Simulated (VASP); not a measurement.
# Sc2GaSbAs2 (P4mm) in VASP: a series of runs

Runs on Sc2GaSbAs2. Level: PBE. Tasks: single point, relaxation of cell and atoms.

Program: VASP 6.6.1. These are calculated values, not measurements. Logs are shortened: lines on timing, memory, paths and dates and some standing lists are left out, and cuts for length are marked.

## 1. The cell of the first run

Symmetry: P4mm, No. 99, tetragonal system. Conventional cell: a = 4.727 Å, b = 4.727 Å, c = 6.116 Å, α = 90.00°, β = 90.00°, γ = 90.00°. Sc (site symmetry 2mm) has 4 As at 2.80 to 2.87 Å and 2 Sb at 3.00 Å and 2 Ga at 3.05 Å and 4 Sc at 3.34 Å within 3.7 Å. Within 3.4 Å of Ga (site symmetry 4mm) lie 5 As at 2.55 to 3.37 Å and 4 Sc at 3.05 Å. Within 3.6 Å of Sb (site symmetry 4mm) lie 6 As at 2.76 to 3.35 Å and 4 Sc at 3.00 Å. Within 3.6 Å of As (site symmetry 4mm) lie 2 Sb at 2.76 to 3.35 Å and 4 Sc at 2.80 Å and 4 Ga at 3.37 Å. Within 3.4 Å of As (site symmetry 4mm) lie 1 Ga at 2.55 Å and 4 Sc at 2.87 Å and 4 Sb at 3.35 Å.

The cell was generated, and may not be a known phase.

## 2. Single point, PBE

The input, INCAR:

```
PREC = Accurate
ENCUT = 520
EDIFF = 1E-7
ISMEAR = 0
SIGMA = 0.1
LREAL = False
LASPH = True
NELM = 80
ALGO = Normal
ISIF = 2
LWAVE = False
LCHARG = False
GGA = PE
NBANDS = 34
```

The input, KPOINTS:

```
regular mesh
0
Gamma
  8 8 6
```

The input, POSCAR:

```
Sc2GaSbAs2
1.0
    4.7269440379      0.0000000000      0.0000000000
    0.0000000000      4.7269440379      0.0000000000
    0.0000000000      0.0000000000      6.1156246381
Sc Ga Sb As
2 1 1 2
Direct
    0.5000000000      0.0000000000      0.9987070895
    0.0000000000      0.5000000000      0.9987070895
    0.0000000000      0.0000000000      0.6823823838
    0.5000000000      0.5000000000      0.3016713587
    0.5000000000      0.5000000000      0.7535261206
    0.0000000000      0.0000000000      0.2650060077
```

Potentials or basis: VASP PAW PBE potentials, release 64 (Sc_sv, Ga_d, Sb, As).

Command:

```console
> cat potpaw_PBE.64/Sc_sv/POTCAR potpaw_PBE.64/Ga_d/POTCAR potpaw_PBE.64/Sb/POTCAR potpaw_PBE.64/As/POTCAR > POTCAR
> mpirun -np 1 vasp_std > vasp.out
```

OUTCAR:

```text
PREC = Accurate
   ENCUT = 520
   EDIFF = 1E-7
   ISMEAR = 0
   LREAL = False
   LASPH = True
   NELM = 80
   ISIF = 2
   GGA = PE

 ion  position               nearest neighbor table
   1  0.500  0.000  0.999-   5 2.80   5 2.80   6 2.87   6 2.87   4 3.00   4 3.00   3 3.05   3 3.05
                             2 3.34   2 3.34   2 3.34   2 3.34
   2  0.000  0.500  0.999-   5 2.80   5 2.80   6 2.87   6 2.87   4 3.00   4 3.00   3 3.05   3 3.05
                             1 3.34   1 3.34   1 3.34   1 3.34
   3  0.000  0.000  0.682-   6 2.55   2 3.05   1 3.05   2 3.05   1 3.05
   4  0.500  0.500  0.302-   5 2.76   2 3.00   1 3.00   1 3.00   2 3.00   6 3.35   6 3.35   6 3.35
                             6 3.35   5 3.35
   5  0.500  0.500  0.754-   4 2.76   2 2.80   1 2.80   1 2.80   2 2.80   4 3.35
   6  0.000  0.000  0.265-   3 2.55   2 2.87   1 2.87   2 2.87   1 2.87   4 3.35   4 3.35   4 3.35
                             4 3.35

  LATTYP: Found a simple tetragonal cell.
 ALAT       =     4.7269440379
 C/A-ratio  =     1.2937797844

  Lattice vectors:

 A1 = (   4.7269440379,   0.0000000000,   0.0000000000)
 A2 = (   0.0000000000,   4.7269440379,   0.0000000000)
 A3 = (   0.0000000000,   0.0000000000,   6.1156246381)

Analysis of symmetry for initial positions (statically):
=====================================================================
 Subroutine PRICEL returns:
 Original cell was already a primitive cell.

 Routine SETGRP: Setting up the symmetry group for a
 simple tetragonal supercell.

 Subroutine GETGRP returns: Found  8 space group operations
 (whereof  8 operations were pure point group operations)
 out of a pool of 16 trial point group operations.

The static configuration has the point symmetry C_4v.

Analysis of symmetry for dynamics (positions and initial velocities):
=====================================================================
 Subroutine PRICEL returns:
 Original cell was already a primitive cell.

 Routine SETGRP: Setting up the symmetry group for a
 simple tetragonal supercell.

 Subroutine GETGRP returns: Found  8 space group operations
 (whereof  8 operations were pure point group operations)
 out of a pool of 16 trial point group operations.

The dynamic configuration has the point symmetry C_4v.

 Subroutine INISYM returns: Found  8 space group operations
 (whereof  8 operations are pure point group operations),
 and found     1 'primitive' translations

----------------------------------------------------------------------------------------

                                     Primitive cell

  volume of cell :     136.6475

  direct lattice vectors                    reciprocal lattice vectors
     4.726944038  0.000000000  0.000000000     0.211553171  0.000000000  0.000000000
     0.000000000  4.726944038  0.000000000     0.000000000  0.211553171  0.000000000
     0.000000000  0.000000000  6.115624638     0.000000000  0.000000000  0.163515595

  length of vectors
     4.726944038  4.726944038  6.115624638     0.211553171  0.211553171  0.163515595

  position of ions in fractional coordinates (direct lattice)
     0.500000000  0.000000000  0.998707090
     0.000000000  0.500000000  0.998707090
     0.000000000  0.000000000  0.682382384
     0.500000000  0.500000000  0.301671359
     0.500000000  0.500000000  0.753526121
     0.000000000  0.000000000  0.265006008

  ion indices of the primitive-cell ions
   primitive index   ion index
                 1           1
                 2           2
                 3           3
                 4           4
                 5           5
                 6           6

----------------------------------------------------------------------------------------

 KPOINTS: regular mesh

Automatic generation of k-mesh.
 Grid dimensions read from file:
 generate k-points for:    8    8    6

 Generating k-lattice:

  Cartesian coordinates                     Fractional coordinates (reciprocal lattice)
     0.026444146  0.000000000  0.000000000     0.125000000  0.000000000  0.000000000
     0.000000000  0.026444146  0.000000000     0.000000000  0.125000000  0.000000000
     0.000000000  0.000000000  0.027252599     0.000000000  0.000000000  0.166666667

  Length of vectors
     0.026444146  0.026444146  0.027252599

  Shift w.r.t. Gamma in fractional coordinates (k-lattice)
     0.000000000  0.000000000  0.000000000

 Subroutine IBZKPT returns following result:
 ===========================================

 Found     60 irreducible k-points:

 Following reciprocal coordinates:
            Coordinates               Weight
  0.000000  0.000000  0.000000      1.000000
  0.125000  0.000000  0.000000      4.000000
  0.250000  0.000000  0.000000      4.000000
  0.375000  0.000000  0.000000      4.000000
  0.500000  0.000000  0.000000      2.000000
  0.125000  0.125000  0.000000      4.000000
[... 16 lines left out ...]
  0.375000  0.125000  0.166667     16.000000
  0.500000  0.125000  0.166667      8.000000
 [... further k-points ...]
   k-points           NKPTS =     60   k-points in BZ     NKDIM =     60   number of bands    NBANDS=     34
   number of dos      NEDOS =    301   number of ions     NIONS =      6
   total plane-waves  NPLWV =  62208
   dimension x,y,z NGX =    36 NGY =   36 NGZ =   48
   dimension x,y,z NGXF=    72 NGYF=   72 NGZF=   96
   ions per type =               2   1   1   2
   NGX,Y,Z   is equivalent  to a cutoff of  12.66, 12.66, 13.05 a.u.
   NGXF,Y,Z  is equivalent  to a cutoff of  25.32, 25.32, 26.10 a.u.
 SYSTEM =  unknown system
   PREC   = accura    normal or accurate (medium, high low for compatibility)
   ISTART =      0    job   : 0-new  1-cont  2-samecut
   ICHARG =      2    charge: 1-file 2-atom 10-const
   ISPIN  =      1    spin polarized calculation?
   LNONCOLLINEAR =      F non collinear calculations
   LSORBIT =      F    spin-orbit coupling
   LASPH  =      T    aspherical Exc in radial PAW
   ENCUT  =  520.0 eV  38.22 Ry    6.18 a.u.   8.79  8.79 11.37*2*pi/ulx,y,z
   NELM   =     80;   NELMIN=  2; NELMDL= -5     # of ELM steps
   EDIFF  = 0.1E-06   stopping-criterion for ELM
   LREAL  =      F    real-space projection
   EDIFFG = 0.1E-05   stopping-criterion for IOM
   NSW    =      0    number of steps for IOM
   IBRION =     -1    ionic relax: 0-MD 1-quasi-New 2-CG
   NFREE  =      0    steps in history (QN), initial steepest desc. (CG)
   ISIF   =      2    stress and relaxation
   ISYM   =      2    0-nonsym 1-usesym 2-fastsym
   POTIM  = 0.5000    time-step for ionic-motion
   TEBEG  =    0.0;   TEEND  =   0.0 temperature during run
   PSTRESS=    0.0 pullay stress
   NELECT =      50.0000    total number of electrons
   NUPDOWN=      -1.0000    fix difference up-down
   EMIN   =  10.00;   EMAX   =-10.00  energy-range for DOS
   EFERMI =   0.00;   METHOD = LEGACY
   ISMEAR =     0;   SIGMA  =   0.10  broadening in eV -4-tet -1-fermi 0-gaus
   EFERMI_NEDOS =   21; number of points for ismear=-14 and -15
   IALGO  =     38    algorithm
   IMIX   =      4    mixing-type and parameters
     AMIX     =   0.40;   BMIX     =  1.00
     AMIX_MAG =   1.60;   BMIX_MAG =  1.00
  volume/ion in A,a.u.               =      22.77       153.69
  Fermi-wavevector in a.u.,A,eV,Ry     =   1.170930  2.212737 18.654635  1.371077
  Thomas-Fermi vector in A             =   2.307381
   LORBIT       =      0    0 simple, 1 ext, 2 COOP (PROOUT), +10 PAW based schemes
   GGA     = PE    functional components
   LHFCALC =     F    Hartree Fock is set to
   AEXX    =    0.0000 exact exchange contribution
   IVDW    =     0    specifies the selected vdW correction
   LEPSILON=     F    determine dielectric tensor
   LRPA    =     F    only Hartree local field effects (RPA)
 non-spin polarized calculation
 Gauss-broadening in eV      SIGMA  =   0.10
  energy-cutoff  :      520.00
  volume of cell :      136.65
 maximum number of plane-waves:      3712
 NGX is ok and might be reduce to    36
   NGX = 17   NGY = 17   NGZ = 23

 number of electron      49.9999983 magnetization

 Free energy of the ion-electron system (eV)
  ---------------------------------------------------
  ext. energy  EPLUGINS =         0.00000000
  ---------------------------------------------------
  free energy    TOTEN  =       -31.70209792 eV

  energy without entropy =      -31.67752892  energy(sigma->0) =      -31.68981342

 E-fermi :   5.4997     XC(G=0): -10.0573

 val. band max:        5.4878333467   @ k =   0.5000   0.3750   0.1667
 cond. band min:       5.5031815213   @ k =   0.3750   0.3750   0.0000
 fundamental gap:      0.0153481746
 Fermi energy:         5.4996686327

 k-point     1 :       0.0000    0.0000    0.0000
  band No.  band energies     occupation
      1     -44.2494      2.00000
      2     -44.2179      2.00000
      3     -22.9951      2.00000
      4     -22.9460      2.00000
      5     -22.9441      2.00000
      6     -22.9441      2.00000
[... 26 lines left out ...]
     33       9.2687      0.00000
     34       9.2722      0.00000

 k-point     2 :       0.1250    0.0000    0.0000
  band No.  band energies     occupation
      1     -44.2481      2.00000
      2     -44.2191      2.00000
      3     -22.9931      2.00000
      4     -22.9477      2.00000
      5     -22.9393      2.00000
      6     -22.9382      2.00000
[... 26 lines left out ...]
     33       8.6864      0.00000
     34       9.0262      0.00000

 k-point     3 :       0.2500    0.0000    0.0000
  band No.  band energies     occupation
      1     -44.2447      2.00000
      2     -44.2224      2.00000
      3     -22.9874      2.00000
      4     -22.9526      2.00000
      5     -22.9253      2.00000
      6     -22.9214      2.00000
[... 26 lines left out ...]
     33       8.3247      0.00000
     34       8.5082      0.00000

 k-point     4 :       0.3750    0.0000    0.0000
  band No.  band energies     occupation
      1     -44.2395      2.00000
      2     -44.2275      2.00000
      3     -22.9790      2.00000
      4     -22.9602      2.00000
      5     -22.9036      2.00000
      6     -22.8971      2.00000
[... 26 lines left out ...]
     33       8.0484      0.00000
     34       8.4622      0.00000

 k-point     5 :       0.5000    0.0000    0.0000
  band No.  band energies     occupation
      1     -44.2335      2.00000
      2     -44.2334      2.00000
      3     -22.9697      2.00000
      4     -22.9692      2.00000
      5     -22.8849      2.00000
      6     -22.8780      2.00000
[... 621 lines left out ...]
 k-point    22 :       0.2500    0.1250    0.1667
  band No.  band energies     occupation
      1     -44.2438      2.00000
      2     -44.2232      2.00000
      3     -22.9860      2.00000
      4     -22.9538      2.00000
      5     -22.9477      2.00000
      6     -22.8917      2.00000
[... 26 lines left out ...]
     33       8.4852      0.00000
     34       8.6752      0.00000

 k-point    23 :       0.3750    0.1250    0.1667
  band No.  band energies     occupation
      1     -44.2390      2.00000
      2     -44.2279      2.00000
      3     -22.9782      2.00000
      4     -22.9608      2.00000
      5     -22.9352      2.00000
      6     -22.8738      2.00000
[... 26 lines left out ...]
     33       8.0342      0.00000
     34       8.6436      0.00000

 k-point    24 :       0.5000    0.1250    0.1667
  band No.  band energies     occupation
      1     -44.2335      2.00000
      2     -44.2334      2.00000
      3     -22.9695      2.00000
      4     -22.9691      2.00000
      5     -22.9207      2.00000
      6     -22.8957      2.00000
[... 26 lines left out ...]
     33       7.8790      0.00000
     34       8.5753      0.00000

 [... further k-points ...]
[... 5 lines left out ...]
  --------------------------------------------------------------------------------------
  -------------------------------------------------------------------------------------
  Total        0.1080450      0.1080450      0.1212187      0.0000000      0.0000000      0.0000000
  in kB        1.2668155      1.2668155      1.4212758      0.0000000      0.0000000      0.0000000
  external PRESSURE =       1.3183023 kB  Pullay stress =       0.0000000 kB

 VOLUME and BASIS-vectors are now :
 -----------------------------------------------------------------------------
  energy-cutoff  :      520.00
  volume of cell :      136.65
      direct lattice vectors                 reciprocal lattice vectors
     4.726944038  0.000000000  0.000000000     0.211553171  0.000000000  0.000000000
     0.000000000  4.726944038  0.000000000     0.000000000  0.211553171  0.000000000
     0.000000000  0.000000000  6.115624638     0.000000000  0.000000000  0.163515595

 POSITION                                       TOTAL-FORCE (eV/Angst)
 -----------------------------------------------------------------------------------
      2.36347      0.00000      6.10772        -0.000000     -0.000000     -0.002080
      0.00000      2.36347      6.10772         0.000000      0.000000     -0.002080
      0.00000      0.00000      4.17319        -0.000000     -0.000000      0.008294
      2.36347      2.36347      1.84491        -0.000000     -0.000000      0.007767
      2.36347      2.36347      4.60828        -0.000000      0.000000     -0.014794
      0.00000      0.00000      1.62068        -0.000000     -0.000000      0.002893
 -----------------------------------------------------------------------------------
    total drift:                                0.000000     -0.000000      0.000090

  FREE ENERGIE OF THE ION-ELECTRON SYSTEM (eV)
  ---------------------------------------------------
  free  energy   TOTEN  =       -31.7020979154 eV

  energy  without entropy=      -31.6775289215  energy(sigma->0) =      -31.68981342
```

Run time: 7.9 min. Hardware: 1 thread of Intel Xeon 8259CL, shared host; peak memory 0.45 GiB.

What came out:

```
Free energy            : -31.7021 eV
Pressure               : 0.1 GPa
Largest force          : 0.015 eV/Å
Band gap on the k mesh : zero (bands 25 and 26 overlap by 1.29 eV)
```

Forces on the atoms (eV/Å):
```
Sc   0.000  0.000 -0.002
Sc   0.000  0.000 -0.002
Ga   0.000  0.000  0.008
Sb   0.000  0.000  0.008
As   0.000  0.000 -0.015
As   0.000  0.000  0.003
```

Caveat: spin-orbit coupling is left out, which moves the levels of the heavy elements.

## 3. Relaxation of cell and atoms, PBE

This run uses another cell than the first one, of 22.07 Å³/atom.

The input, INCAR:

```
PREC = Accurate ; ENCUT = 600
EDIFF = 1E-6 ; ISMEAR = 0
SIGMA = 0.1 ; LREAL = F
LASPH = T ; NELM = 60
ALGO = Normal ; ISIF = 3
LWAVE = F ; LCHARG = F
GGA = PE ; IBRION = 2
NSW = 100 ; EDIFFG = -0.01
```

The input, KPOINTS:

```
Automatic mesh
0
Gamma
  8 8 6
```

The input, POSCAR:

```
Sc2GaSbAs2
1.0
    4.4918603339      0.0000000000      0.0000000000
    0.0000000000      4.4918603339      0.0000000000
    0.0000000000      0.0000000000      6.5634693099
Sc Ga Sb As
2 1 1 2
Direct
    0.5000000000      0.0000000000      0.9949843341
    0.0000000000      0.5000000000      0.9949843341
    0.0000000000      0.0000000000      0.6833342736
    0.5000000000      0.5000000000      0.3062462873
    0.5000000000      0.5000000000      0.7420281273
    0.0000000000      0.0000000000      0.2784226935
```

Potentials or basis: VASP PAW PBE potentials, release 64 (Sc_sv, Ga_d, Sb, As).

Command:

```console
> cat potpaw_PBE.64/Sc_sv/POTCAR potpaw_PBE.64/Ga_d/POTCAR potpaw_PBE.64/Sb/POTCAR potpaw_PBE.64/As/POTCAR > POTCAR
> mpirun -np 1 vasp_std > vasp.out
```

It took 73 min on 1 thread of Intel Xeon 8259CL, shared host; peak memory 0.52 GiB.

The run converged. Its results:

```yaml
Free_energy: -31.7020 eV
Relaxed_volume: 22.79 Å³/atom
Relaxed_cell: a = 4.724 Å, b = 4.724 Å, c = 6.127 Å, α = 90.00°, β = 90.00°, γ = 90.00°
Space_group_after_relaxing_to_0.1_Å: P4mm (No. 99)
Energy_gained_by_relaxing: 15.1 meV/atom
Ionic_steps: 16
Pressure_after_relaxing: 0.0 GPa
Largest_force_after_relaxing: 0.007 eV/Å
Band_gap_on_the_k_mesh: zero (bands 25 and 26 overlap by 1.30 eV)
```

Forces in eV/Å, atoms in the order of the input:
```
Sc   0.000  0.000  0.004
Sc   0.000  0.000  0.004
Ga   0.000  0.000 -0.001
Sb   0.000  0.000 -0.007
As   0.000  0.000  0.004
As   0.000  0.000 -0.004
```

The path:
| step | energy change (eV) | largest force (eV/Å) | pressure (GPa) | volume (Å³) |
| --- | --- | --- | --- | --- |
| 1 | 0.0000 | 0.0998 | 0.18 | 132.43 |
| 2 | -0.0269 | 0.0573 | -0.03 | 132.90 |
| 3 | -0.0617 | 0.3585 | -0.20 | 134.16 |
| 4 | -0.0627 | 0.2772 | -0.22 | 133.92 |
| 5 | -0.0771 | 0.1617 | 0.46 | 133.32 |
| 6 | -0.0784 | 0.1400 | 0.75 | 133.07 |
| 7 | -0.0865 | 0.0743 | -0.06 | 135.52 |
| 8 | -0.0865 | 0.0751 | -0.06 | 135.51 |
| 9 | -0.0875 | 0.0557 | -0.02 | 135.56 |
| 10 | -0.0888 | 0.0699 | 0.07 | 135.68 |
| 11 | -0.0888 | 0.0903 | 0.27 | 135.91 |
| 12 | -0.0892 | 0.0827 | 0.19 | 135.80 |
| 13 | -0.0897 | 0.0677 | 0.08 | 136.15 |
| 14 | -0.0902 | 0.0587 | -0.10 | 136.81 |
| 15 | -0.0906 | 0.0296 | -0.03 | 136.77 |
| 16 | -0.0907 | 0.0074 | 0.02 | 136.75 |

Final structure:
```cif
data_structure
_symmetry_space_group_name_H-M 'P 1'
_symmetry_Int_Tables_number 1
_cell_length_a 4.7244
_cell_length_b 4.7244
_cell_length_c 6.1268
_cell_angle_alpha 90.000
_cell_angle_beta 90.000
_cell_angle_gamma 90.000
_cell_volume 136.75
loop_
_atom_site_label
_atom_site_type_symbol
_atom_site_fract_x
_atom_site_fract_y
_atom_site_fract_z
_atom_site_occupancy
Sc1 Sc 0.50000 0.00000 0.99848 1
Sc2 Sc 0.00000 0.50000 0.99848 1
Ga1 Ga 0.00000 0.00000 0.68283 1
Sb1 Sb 0.50000 0.50000 0.30162 1
As1 As 0.50000 0.50000 0.75272 1
As2 As 0.00000 0.00000 0.26589 1
```

Levels at points of the mesh, in eV from the Fermi level:
| k point | band 22 | band 23 | band 24 | band 25 | band 26 | band 27 | band 28 | band 29 |
| --- | --- | --- | --- | --- | --- | --- | --- | --- |
| (0.00, 0.00, 0.00) | -2.78 | -2.78 | -0.40 | 0.58 | 0.61 | 0.61 | 1.06 | 1.78 |
| (0.50, 0.00, 0.00) | -2.49 | -2.29 | -1.66 | -0.29 | -0.03 | 0.89 | 1.24 | 1.43 |
| (0.50, 0.50, 0.00) | -2.75 | -2.75 | -0.24 | -0.24 | 0.44 | 0.44 | 1.53 | 1.95 |
| (0.00, 0.00, 0.50) | -2.29 | -2.09 | -0.38 | 0.08 | 0.45 | 0.45 | 0.67 | 1.11 |
| (0.50, 0.00, 0.50) | -1.74 | -1.74 | -1.64 | -0.89 | -0.72 | -0.39 | -0.20 | 0.25 |
| (0.50, 0.50, 0.50) | -2.44 | -1.78 | -0.06 | 0.41 | 0.41 | 0.45 | 0.45 | 1.80 |

Caveat: spin-orbit coupling is left out, which moves the levels of the heavy elements.
